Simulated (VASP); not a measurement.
## NaH: relaxation of cell and atoms with PBEsol

NaH:

```
Na H
1.0
     3.97350    0.00000    0.00000
    -1.98675    3.44115    0.00000
     0.00000    0.00000    4.87642
Na H
2 2
Cartesian
  0.0000 2.2941 1.2191
  1.9867 1.1471 3.6573
  1.9867 1.1471 1.2191
  0.0000 2.2941 3.6573
```

```yaml
Program: VASP 6.6.1
Task: relaxation of cell and atoms
Functional: PBEsol
Potentials_or_basis: VASP PAW PBE potentials, release 64 (Na_pv, H)
Cutoff: 600 eV
k_mesh: 6 × 6 × 6
Occupations: fermi-dirac, width 0.02 eV
Spin: no spin polarisation
Dipole_correction: no
Further_INCAR_settings: ALGO = Normal; EDIFF = 1e-06; IBRION = 2; EDIFFG = -0.005; NSW = 80; ISIF = 3
```

```json
{
 "Relaxed volume": "16.33 Å³/atom",
 "Relaxed cell": "a = 3.947 Å, b = 3.947 Å, c = 4.840 Å, α = 90.00°, β = 90.00°, γ = 120.00°",
 "Space group after relaxing (to 0.1 Å)": "P6_3/mmc (No. 194)",
 "Energy gained by relaxing": "0.6 meV/atom",
 "Ionic steps": "4",
 "Pressure after relaxing": "0.0 GPa",
 "Band gap on the k mesh": "3.09 eV (least direct gap 4.02 eV)"
}
```

The path:
```csv
step,energy change (eV),largest force (eV/Å),pressure (GPa),volume (Å³)
1,0.0000,0.0000,-0.45,66.68
2,-0.0011,0.0000,-0.28,66.23
3,-0.0016,0.0000,-0.21,65.92
4,-0.0022,0.0000,0.00,65.31
```

Final structure:
```
Na H
1.0
     3.94719    0.00000    0.00000
    -1.97359    3.41837    0.00000
     0.00000    0.00000    4.84049
Na H
2 2
Direct
  0.33333 0.66667 0.25000
  0.66667 0.33333 0.75000
  0.66667 0.33333 0.25000
  0.33333 0.66667 0.75000
```

Levels at points of the mesh, in eV from the valence-band top:
| k point | band 6 | band 7 | band 8 | band 9 | band 10 | band 11 |
| --- | --- | --- | --- | --- | --- | --- |
| (0.00, 0.00, 0.00) | -22.12 | -3.44 | -0.02 | 4.66 | 7.85 | 10.17 |
| (0.50, 0.00, 0.00) | -22.13 | -1.55 | -0.65 | 3.69 | 7.34 | 7.48 |
| (0.00, 0.00, 0.50) | -22.15 | -2.10 | -2.10 | 6.83 | 6.83 | 10.94 |
| (0.50, 0.00, 0.50) | -22.13 | -0.85 | -0.85 | 3.75 | 3.75 | 8.35 |

It took 66 s on 1 thread of AMD EPYC 7R13, with other jobs on the host, peak memory 0.17 GiB.

Caveat: the PAW data sets were made with another functional, which shifts forces and pressure a little. A k mesh can miss the band edges.
